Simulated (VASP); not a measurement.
# BiTe (Fm-3m) in VASP: notebook, part 2 of 2

VASP 6.6.1. The steps go on from the part before.

## 4. Single point, RPBE

This run uses another cell than the first one, of 33.86 Å³/atom, 1.042 times its volume.

File INCAR:

```
SYSTEM = BiTe
  PREC = Accurate
  ENCUT = 520
  EDIFF = 1E-7
  ISMEAR = 0
  SIGMA = 0.1
  LREAL = .FALSE.
  LASPH = .TRUE.
  NELM = 80
  ALGO = Normal
  ISIF = 2
  LWAVE = .FALSE.
  LCHARG = .FALSE.
  GGA = RP
  NBANDS = 18
```

File KPOINTS:

```
regular mesh
0
G
  7 7 7
  0 0 0
```

File POSCAR:

```
BiTe
1.0
    0.0000000000      3.2350000000      3.2350000000
    3.2350000000      0.0000000000      3.2350000000
    3.2350000000      3.2350000000      0.0000000000
Bi Te
1 1
Direct
    0.0000000000      0.0000000000      0.0000000000
    0.5000000000      0.5000000000      0.5000000000
```

Potentials or basis: VASP PAW PBE potentials, release 64 (Bi_d, Te).

On the command line:

```bash
> cat potpaw_PBE.64/Bi_d/POTCAR potpaw_PBE.64/Te/POTCAR > POTCAR
> mpirun -np 1 vasp_std > vasp.out
```

OUTCAR:

```text
SYSTEM = BiTe
   PREC = Accurate
   ENCUT = 520
   EDIFF = 1E-7
   ISMEAR = 0
   LREAL = .FALSE.
   LASPH = .TRUE.
   NELM = 80
   ISIF = 2
   GGA = RP

 ion  position               nearest neighbor table
   1  0.000  0.000  0.000-   2 3.23   2 3.23   2 3.23   2 3.23   2 3.23   2 3.23
   2  0.500  0.500  0.500-   1 3.23   1 3.23   1 3.23   1 3.23   1 3.23   1 3.23

  LATTYP: Found a face centered cubic cell.
 ALAT       =     6.4700000000

  Lattice vectors:

 A1 = (   0.0000000000,   3.2350000000,   3.2350000000)
 A2 = (   3.2350000000,   0.0000000000,   3.2350000000)
[... 600 lines left out ...]

  FORCE on cell =-STRESS in cart. coord.  units (eV):
  Direction    XX          YY          ZZ          XY          YZ          ZX
  --------------------------------------------------------------------------------------
  -------------------------------------------------------------------------------------
  Total        0.9221543      0.9221543      0.9221543      0.0000000      0.0000000      0.0000000
  in kB       21.8203300     21.8203300     21.8203300      0.0000000      0.0000000      0.0000000
  external PRESSURE =      21.8203300 kB  Pullay stress =       0.0000000 kB

 VOLUME and BASIS-vectors are now :
 -----------------------------------------------------------------------------
  energy-cutoff  :      520.00
  volume of cell :       67.71
      direct lattice vectors                 reciprocal lattice vectors
     0.000000000  3.235000000  3.235000000    -0.154559505  0.154559505  0.154559505
     3.235000000  0.000000000  3.235000000     0.154559505 -0.154559505  0.154559505
     3.235000000  3.235000000  0.000000000     0.154559505  0.154559505 -0.154559505

 POSITION                                       TOTAL-FORCE (eV/Angst)
 -----------------------------------------------------------------------------------
      0.00000      0.00000      0.00000        -0.000000      0.000000      0.000000
      3.23500      3.23500      3.23500         0.000000      0.000000      0.000000
 -----------------------------------------------------------------------------------
    total drift:                               -0.000000      0.000000      0.000000

  FREE ENERGIE OF THE ION-ELECTRON SYSTEM (eV)
  ---------------------------------------------------
  free  energy   TOTEN  =        -6.4037114163 eV

  energy  without entropy=       -6.3882981717  energy(sigma->0) =       -6.39600479
```

OSZICAR:

```text
N       E                     dE             d eps       ncg     rms          rms(c)
DAV:   1     0.159094828539E+03    0.15909E+03   -0.99545E+03   720   0.113E+03
DAV:   2     0.597107862428E+01   -0.15312E+03   -0.14923E+03   778   0.304E+02
DAV:   3    -0.608113935218E+01   -0.12052E+02   -0.11896E+02   928   0.898E+01
DAV:   4    -0.640597803671E+01   -0.32484E+00   -0.32435E+00   818   0.157E+01
DAV:   5    -0.642078494829E+01   -0.14807E-01   -0.14806E-01   992   0.320E+00    0.620E+00
DAV:   6    -0.639592312108E+01    0.24862E-01   -0.95195E-02  1008   0.181E+00    0.380E+00
DAV:   7    -0.640306422961E+01   -0.71411E-02   -0.31319E-02   800   0.851E-01    0.599E-01
DAV:   8    -0.640340397243E+01   -0.33974E-03   -0.43343E-03   864   0.434E-01    0.141E-01
DAV:   9    -0.640368752210E+01   -0.28355E-03   -0.49980E-04   808   0.134E-01    0.382E-02
DAV:  10    -0.640369776511E+01   -0.10243E-04   -0.15954E-05   988   0.251E-02    0.260E-02
DAV:  11    -0.640371076994E+01   -0.13005E-04   -0.36227E-05   782   0.318E-02    0.706E-03
DAV:  12    -0.640371083334E+01   -0.63399E-07   -0.13226E-06   884   0.929E-03    0.367E-03
DAV:  13    -0.640371105268E+01   -0.21933E-06   -0.45291E-07   772   0.466E-03    0.237E-03
DAV:  14    -0.640371145692E+01   -0.40425E-06   -0.45807E-08   688   0.133E-03    0.736E-04
DAV:  15    -0.640371141626E+01    0.40669E-07   -0.41399E-09   400   0.662E-04
   1 F= -.64037114E+01 E0= -.63960048E+01  d E =-.154132E-01
```

stdout:

```text
POSCAR found type information on POSCAR BiTe
 POSCAR found :  2 types and       2 ions
 scaLAPACK will be used
 -----------------------------------------------------------------------------
|                                                                             |
|                                                                             |
|     You enforced a specific xc type in the INCAR file but a different       |
|     I HOPE YOU KNOW WHAT YOU ARE DOING!                                     |
|                                                                             |
 -----------------------------------------------------------------------------

 LDA part: xc-table for (Slater+PW92), standard interpolation
 POSCAR, INCAR and KPOINTS ok, starting setup
 FFT: planning ... GRIDC
 FFT: planning ... GRID_SOFT
 FFT: planning ... GRID
 WAVECAR not read
 entering main loop
```

Run time: 73 s. Hardware: 1 thread of AMD EPYC 7R13, shared host; peak memory 0.18 GiB.

What came out:

| Item | Value |
| --- | --- |
| Free energy | -6.4037 eV |
| Pressure | 2.2 GPa |

Levels at points of the mesh, in eV from the Fermi level:
| k point | band 8 | band 9 | band 10 | band 11 | band 12 | band 13 |
| --- | --- | --- | --- | --- | --- | --- |
| (0.00, 0.00, 0.00) | -2.61 | -2.61 | -2.61 | 2.12 | 2.12 | 2.12 |

Caveat: the PAW data sets were made with another functional, which shifts forces and pressure a little; spin-orbit coupling is left out, which moves the levels of the heavy elements.

## 5. The runs side by side

| level | cell | smearing | gap on the mesh (eV) | pressure (GPa) |
| --- | --- | --- | --- | --- |
| BLYP | a = 4.513 Å, angles 60.0°, 2 atoms | fermi-dirac 0.02 eV | none | 7.2 |
| BLYP | a = 4.544 Å, angles 60.0°, 2 atoms | fermi-dirac 0.02 eV | none | 5.9 |
| RPBE | a = 4.575 Å, angles 60.0°, 2 atoms | gaussian 0.1 eV | none | 2.2 |

Alike in all rows: task single point; potentials or basis VASP PAW PBE potentials, release 64 (Bi_d, Te); no spin polarisation; k mesh 7 × 7 × 7; cutoff (eV) 520.

Caveats: the PAW data sets were made with another functional, which shifts forces and pressure a little; spin-orbit coupling is left out, which moves the levels of the heavy elements.

Absolute energies hang on the potentials; compare differences alone.
